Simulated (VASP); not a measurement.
Here is a VASP 6.6.1 calculation.

File INCAR:

```
PREC = Accurate ; ENCUT = 520
EDIFF = 1E-7 ; ISMEAR = -1
SIGMA = 0.1 ; LREAL = False
LASPH = True ; NELM = 100
ALGO = Normal ; ISIF = 2
LWAVE = False ; LCHARG = False
GGA = PS ; NBANDS = 10
```

The input KPOINTS:

```
Automatic mesh
0
Gamma
  12 12 12
```

Contents of POSCAR:

```
Na
1.0
    0.0000000000      2.6295414049      2.6295414049
    2.6295414049      0.0000000000      2.6295414049
    2.6295414049      2.6295414049      0.0000000000
Na
1
Direct
    0.0000000000      0.0000000000      0.0000000000
```

Potentials or basis: VASP PAW PBE potentials, release 64 (Na_pv).

The run is started by

```console
$ cat potpaw_PBE.64/Na_pv/POTCAR > POTCAR
$ mpirun -np 1 vasp_std > vasp.out
```

Q: Estimate the pressure.

A: 0.0 GPa.

Caveat: the PAW data sets were made with another functional, which shifts forces and pressure a little.
